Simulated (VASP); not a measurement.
# AlN (I4/mmm) in VASP: notebook

Runs on AlN. Level: PBE. Tasks: G0W0 quasiparticle levels.

Everything below comes from runs of VASP 6.6.1. Logs are shortened: lines on timing, memory, paths and dates and some standing lists are left out, and cuts for length are marked.

## 1. The cell of the first run

It takes space group I4/mmm (No. 139, tetragonal). The conventional cell has a = 2.855 Å, b = 2.855 Å, c = 4.078 Å, α = 90.00°, β = 90.00°, γ = 90.00°. Al (site symmetry 4/mmm) has 6 N at 2.02 to 2.04 Å within 2.7 Å. N (site symmetry 4/mmm) has 6 Al at 2.02 to 2.04 Å within 2.7 Å.

## 2. G0W0 quasiparticle levels, PBE

File POSCAR:

```
AlN
1.0
    0.0000000000      2.0188684521      2.0390571367
    2.0188684521      0.0000000000      2.0390571367
    2.0188684521      2.0188684521      0.0000000000
Al N
1 1
Direct
    0.0000000000      0.0000000000      0.0000000000
    0.5000000000      0.5000000000      0.5000000000
```

File INCAR.step1:

```
SYSTEM = AlN
ALGO     = Normal         ! electronic algorithm
EDIFF    = 1E-8           ! SCF threshold, eV
ENCUT    = 500            ! plane-wave cutoff, eV
GGA      = PE             ! functional
ISMEAR   = 0              ! smearing method
LASPH    = .True.         ! aspherical terms in the spheres
LCHARG   = .False.        ! write CHGCAR
LREAL    = .False.        ! projectors in reciprocal space
LWAVE    = .True.         ! write WAVECAR
NELM     = 80             ! most SCF steps
PREC     = Accurate       ! precision mode
SIGMA    = 0.01           ! smearing width, eV
```

File INCAR.step2:

```
SYSTEM = AlN
ALGO     = Exact          ! electronic algorithm
EDIFF    = 1E-8           ! SCF threshold, eV
ENCUT    = 500            ! plane-wave cutoff, eV
GGA      = PE             ! functional
ISMEAR   = 0              ! smearing method
ISTART   = 1            
LASPH    = .True.         ! aspherical terms in the spheres
LCHARG   = .False.        ! write CHGCAR
LOPTICS  = .True.         ! frequency-dependent dielectric function
LREAL    = .False.        ! projectors in reciprocal space
LWAVE    = .True.         ! write WAVECAR
NBANDS   = 73             ! bands
NELM     = 1              ! most SCF steps
PREC     = Accurate       ! precision mode
SIGMA    = 0.01           ! smearing width, eV
```

File INCAR.step3:

```
SYSTEM = AlN
ALGO     = EVGW0          ! electronic algorithm
EDIFF    = 1E-8           ! SCF threshold, eV
ENCUT    = 500            ! plane-wave cutoff, eV
ENCUTGW  = 150.0          ! cutoff of the response function
GGA      = PE             ! functional
ISMEAR   = 0              ! smearing method
ISTART   = 1            
LASPH    = .True.         ! aspherical terms in the spheres
LCHARG   = .False.        ! write CHGCAR
LREAL    = .False.        ! projectors in reciprocal space
LWAVE    = .False.        ! write WAVECAR
NBANDS   = 73             ! bands
NBANDSGW = 12           
NELMGW   = 1            
NOMEGA   = 96             ! frequency points
OMEGAMAX = 20           
PREC     = Accurate       ! precision mode
PRECFOCK = Fast         
SIGMA    = 0.01           ! smearing width, eV
```

File KPOINTS:

```
k-points
0
Gamma
  6 6 6
  0 0 0
```

Potentials or basis: VASP PAW PBE potentials, release 64 (Al_GW, N_GW).

Command:

```sh
$ cat potpaw_PBE.64/Al_GW/POTCAR potpaw_PBE.64/N_GW/POTCAR > POTCAR
$ cp INCAR.step1 INCAR
$ mpirun -np 1 vasp_std > vasp.out
$ cp INCAR.step2 INCAR
$ mpirun -np 1 vasp_std > vasp.out
$ cp INCAR.step3 INCAR
$ mpirun -np 1 vasp_std > vasp.out
```

OUTCAR:

```text
SYSTEM = AlN
   EDIFF = 1E-8
   ENCUT = 500
   ENCUTGW = 150.0
   GGA = PE
   ISMEAR = 0
   ISTART = 1
   LASPH = .True.
   LREAL = .False.
   NELMGW = 1
   PREC = Accurate
   PRECFOCK = Fast

 ion  position               nearest neighbor table
   1  0.000  0.000  0.000-   2 2.02   2 2.02   2 2.02   2 2.02   2 2.04   2 2.04
   2  0.500  0.500  0.500-   1 2.02   1 2.02   1 2.02   1 2.02   1 2.04   1 2.04

  LATTYP: Found a body centered tetragonal cell.
 ALAT       =     2.8551111456
 C/A-ratio  =     1.4283556981

  Lattice vectors:

 A1 = (  -2.0188684521,   0.0000000000,   2.0390571367)
 A2 = (   2.0188684521,   0.0000000000,   2.0390571367)
 A3 = (   0.0000000000,   2.0188684521,  -2.0390571367)

Analysis of symmetry for initial positions (statically):
=====================================================================
 Subroutine PRICEL returns:
 Original cell was already a primitive cell.

 Routine SETGRP: Setting up the symmetry group for a
 body centered tetragonal supercell.

 Subroutine GETGRP returns: Found 16 space group operations
 (whereof 16 operations were pure point group operations)
 out of a pool of 16 trial point group operations.

The static configuration has the point symmetry D_4h.

Analysis of symmetry for dynamics (positions and initial velocities):
=====================================================================
 Subroutine PRICEL returns:
 Original cell was already a primitive cell.

 Routine SETGRP: Setting up the symmetry group for a
 body centered tetragonal supercell.

 Subroutine GETGRP returns: Found 16 space group operations
 (whereof 16 operations were pure point group operations)
 out of a pool of 16 trial point group operations.

The dynamic configuration has the point symmetry D_4h.

 Subroutine INISYM returns: Found 16 space group operations
 (whereof 16 operations are pure point group operations),
 and found     1 'primitive' translations

----------------------------------------------------------------------------------------

                                     Primitive cell

  volume of cell :      16.6217

  direct lattice vectors                    reciprocal lattice vectors
     0.000000000  2.018868452  2.039057137    -0.247663487  0.247663487  0.245211373
     2.018868452  0.000000000  2.039057137     0.247663487 -0.247663487  0.245211373
     2.018868452  2.018868452  0.000000000     0.247663487  0.247663487 -0.245211373

  length of vectors
     2.869422213  2.869422213  2.855111146     0.427554701  0.427554701  0.427554701

  position of ions in fractional coordinates (direct lattice)
     0.000000000  0.000000000  0.000000000
     0.500000000  0.500000000  0.500000000

  ion indices of the primitive-cell ions
   primitive index   ion index
                 1           1
                 2           2

----------------------------------------------------------------------------------------

 KPOINTS: k-points

Automatic generation of k-mesh.
 Grid dimensions read from file:
 generate k-points for:    6    6    6

 Generating k-lattice:

  Cartesian coordinates                     Fractional coordinates (reciprocal lattice)
    -0.041277248  0.041277248  0.040868562     0.166666667  0.000000000  0.000000000
     0.041277248 -0.041277248  0.040868562     0.000000000  0.166666667  0.000000000
     0.041277248  0.041277248 -0.040868562    -0.000000000 -0.000000000  0.166666667

  Length of vectors
     0.071259117  0.071259117  0.071259117

  Shift w.r.t. Gamma in fractional coordinates (k-lattice)
     0.000000000  0.000000000  0.000000000

 Subroutine IBZKPT returns following result:
 ===========================================

 Found     30 irreducible k-points:

 Following reciprocal coordinates:
            Coordinates               Weight
  0.000000  0.000000  0.000000      1.000000
  0.166667 -0.000000  0.000000      8.000000
  0.333333 -0.000000  0.000000      8.000000
  0.500000 -0.000000  0.000000      4.000000
  0.166667  0.166667  0.000000      2.000000
  0.333333  0.166667  0.000000      8.000000
[... 16 lines left out ...]
  0.333333  0.000000  0.333333      4.000000
  0.500000  0.000000  0.333333     16.000000
 [... further k-points ...]
   k-points           NKPTS =     30   k-points in BZ     NKDIM =    216   number of bands    NBANDS=     73
   number of dos      NEDOS =    301   number of ions     NIONS =      2
   total plane-waves  NPLWV =  13824
   dimension x,y,z NGX =    24 NGY =   24 NGZ =   24
   dimension x,y,z NGXF=    48 NGYF=   48 NGZF=   48
   ions per type =               1   1
   NGX,Y,Z   is equivalent  to a cutoff of  13.90, 13.90, 13.97 a.u.
   NGXF,Y,Z  is equivalent  to a cutoff of  27.81, 27.81, 27.95 a.u.
 SYSTEM =  AlN
   PREC   = accura    normal or accurate (medium, high low for compatibility)
   ISTART =      1    job   : 0-new  1-cont  2-samecut
   ICHARG =      0    charge: 1-file 2-atom 10-const
   ISPIN  =      1    spin polarized calculation?
   LNONCOLLINEAR =      F non collinear calculations
   LSORBIT =      F    spin-orbit coupling
   LASPH  =      T    aspherical Exc in radial PAW
   ENCUT  =  500.0 eV  36.75 Ry    6.06 a.u.   5.23  5.23  5.21*2*pi/ulx,y,z
   NELM   =     60;   NELMIN=  2; NELMDL=  0     # of ELM steps
   EDIFF  = 0.1E-07   stopping-criterion for ELM
   LREAL  =      F    real-space projection
   EDIFFG = 0.1E-06   stopping-criterion for IOM
   NSW    =      0    number of steps for IOM
   IBRION =     -1    ionic relax: 0-MD 1-quasi-New 2-CG
   NFREE  =      0    steps in history (QN), initial steepest desc. (CG)
   ISIF   =      0    stress and relaxation
   ISYM   =      3    0-nonsym 1-usesym 2-fastsym
   POTIM  = 0.5000    time-step for ionic-motion
   TEBEG  =    0.0;   TEEND  =   0.0 temperature during run
   PSTRESS=    0.0 pullay stress
   NELECT =       8.0000    total number of electrons
   NUPDOWN=      -1.0000    fix difference up-down
   EMIN   =  10.00;   EMAX   =-10.00  energy-range for DOS
   EFERMI =   0.00;   METHOD = LEGACY
   ISMEAR =     0;   SIGMA  =   0.01  broadening in eV -4-tet -1-fermi 0-gaus
   EFERMI_NEDOS =   21; number of points for ismear=-14 and -15
   IALGO  =     38    algorithm
   IMIX   =      4    mixing-type and parameters
     AMIX     =   0.40;   BMIX     =  1.00
     AMIX_MAG =   1.60;   BMIX_MAG =  1.00
  volume/ion in A,a.u.               =       8.31        56.08
  Fermi-wavevector in a.u.,A,eV,Ry     =   1.282960  2.424442 22.394994  1.645986
  Thomas-Fermi vector in A             =   2.415241
   LORBIT       =      0    0 simple, 1 ext, 2 COOP (PROOUT), +10 PAW based schemes
   GGA     = PE    functional components
   LHFCALC =     T    Hartree Fock is set to
   PRECFOCK=fast      Normal, Fast or Accurate (Low or Medium for compatibility)
   ENCUT4O =  -1.0   cutoff for four orbital integrals eV
   NKREDX  =     1    reduce k-point grid by
   NKREDY  =     1    reduce k-point grid by
   NKREDZ  =     1    reduce k-point grid by
   AEXX    =    1.0000 exact exchange contribution
   HFSCREEN=    0.0000 screening length (either q_TF or 0.3 A-1)
   HFSCREENC=   0.0000 screening length for correlation (either q_TF or 0.3 A-1)
   ENCUTFOCK=  -1.0 apply spherical cutoff to Coloumb kernel
   IVDW    =     0    specifies the selected vdW correction
   LEPSILON=     F    determine dielectric tensor
   LRPA    =     F    only Hartree local field effects (RPA)
   LRPAFORCE           =     F    calculate RPA forces
   ENCUTGW             = 150.0    cutoff for response function in eV
   ENCUTGWSOFT         = 120.0    soft cutoff for Coulomb kernel in GW response function in eV
   ENCUTLF             =  -1.0    cutoff for local field effects
   NELMGW              =     1    number of iterations in solving QP/BSE equation
   NELMHF              =     1    number of iterations in the inner HF iteration
   NKREDLFX            =     1    NKREDLFY  =   1   NKREDLFZ  =   1
 non-spin polarized calculation
 Gauss-broadening in eV      SIGMA  =   0.01
  energy-cutoff  :      500.00
  volume of cell :       16.62
 maximum number of plane-waves:       444
 NGX is ok and might be reduce to    24
  NGX = 14; NGY = 14; NGZ = 14
   NGX = 11   NGY = 11   NGZ = 11
 maximum number of plane-waves:        74
 NGX is ok and might be reduce to    14

 QP shifts <psi_nk| G(iteration)W_0 |psi_nk>: iteration 1
 for sc-GW calculations column KS-energies equals QP-energies in previous step
 and V_xc(KS)=  KS-energies - (<T + V_ion + V_H > + <T+V_H+V_ion>^1  + <V_x>^1)

 k-point   1 :       0.0000    0.0000    0.0000
  band No.  KS-energies  QP-energies   sigma(KS)   V_xc(KS)     V^pw_x(r,r')   Z            occupation Imag(sigma)

      1      -8.8951     -10.4304     -16.7857     -14.6484     -24.8845       0.7183       2.0000       1.2909
      2       8.5826       7.8798     -18.2652     -17.3829     -21.0817       0.7966       2.0000       0.0326
      3       8.5826       7.8798     -18.2652     -17.3829     -21.0817       0.7966       2.0000       0.0326
      4       8.6537       7.9602     -18.2514     -17.3827     -21.0245       0.7983       2.0000       0.0326
      5      14.2023      15.2386     -13.3598     -14.6357      -8.9855       0.8122       0.0000      -0.0464
      6      20.6585      21.5020      -9.7034     -10.7282      -4.5596       0.8230       0.0000      -0.0616
      7      20.7909      21.6258      -9.6647     -10.6822      -4.4963       0.8205       0.0000      -0.0634
      8      20.7909      21.6258      -9.6647     -10.6822      -4.4963       0.8205       0.0000      -0.0634
      9      25.8630      26.1208      -9.2284      -9.5672      -2.6508       0.7612       0.0000      -0.2669
     10      26.1730      27.2589     -10.1790     -11.5223      -4.4874       0.8084       0.0000      -0.1579
     11      26.4962      27.5948     -10.2008     -11.5661      -4.4826       0.8047       0.0000      -0.1670
     12      27.0675      28.0137      -9.8782     -11.1134      -2.8569       0.7661       0.0000      -0.3883

 k-point   2 :       0.1667   -0.0000    0.0000
  band No.  KS-energies  QP-energies   sigma(KS)   V_xc(KS)     V^pw_x(r,r')   Z            occupation Imag(sigma)
[... 353 lines left out ...]
      1      -5.0209      -6.2911     -18.2285     -16.5375     -25.8989       0.7511       2.0000       0.8867
      2       1.9472       0.7160     -15.6044     -13.9765     -19.8206       0.7563       2.0000       0.0798
      3       4.6273       3.5341     -16.0146     -14.6184     -19.4037       0.7830       2.0000       0.0483
      4       6.1612       5.1780     -17.0251     -15.7796     -20.2443       0.7895       2.0000       0.0393
      5      14.1911      15.0031     -10.1212     -11.0957      -5.7161       0.8333       0.0000      -0.0450
      6      16.1867      17.0598     -11.0342     -12.0937      -6.4394       0.8241       0.0000      -0.0498
      7      21.3634      22.6935     -13.4430     -15.1696      -7.4031       0.7704       0.0000      -0.0958
      8      23.8860      25.0623     -11.4174     -12.9427      -5.0928       0.7712       0.0000      -0.1595
      9      25.1868      26.3445     -12.0126     -13.5433      -5.1054       0.7563       0.0000      -0.2437
     10      31.8705      32.8365     -10.5597     -11.7953      -3.4620       0.7818       0.0000      -0.6431
     11      33.6587      34.5466      -9.4047     -10.5391      -2.2076       0.7828       0.0000      -0.7743
     12      34.3426      35.3635      -9.9293     -11.2132      -2.9539       0.7951       0.0000      -0.7405

 [... further k-points ...]
```

Run time: 2.6 min. Hardware: 1 thread of Intel Xeon 6975P-C (Granite Rapids), shared host; peak memory 0.36 GiB.

What came out:

```
Quasiparticle gap                                   : 6.02 eV
Least direct quasiparticle gap                      : 7.28 eV
Band gap of the starting levels on the mesh         : 4.48 eV
Least direct gap of the starting levels on the mesh : 5.55 eV
```

Caveat: the k points lie up to 0.45 Å⁻¹ apart; bands, screening cutoff and mesh are small and nothing is extrapolated, so the quasiparticle values aren't converged; the structure was generated, so it needn't be the stable form of AlN.

(Part 1 of 2 ends here.)
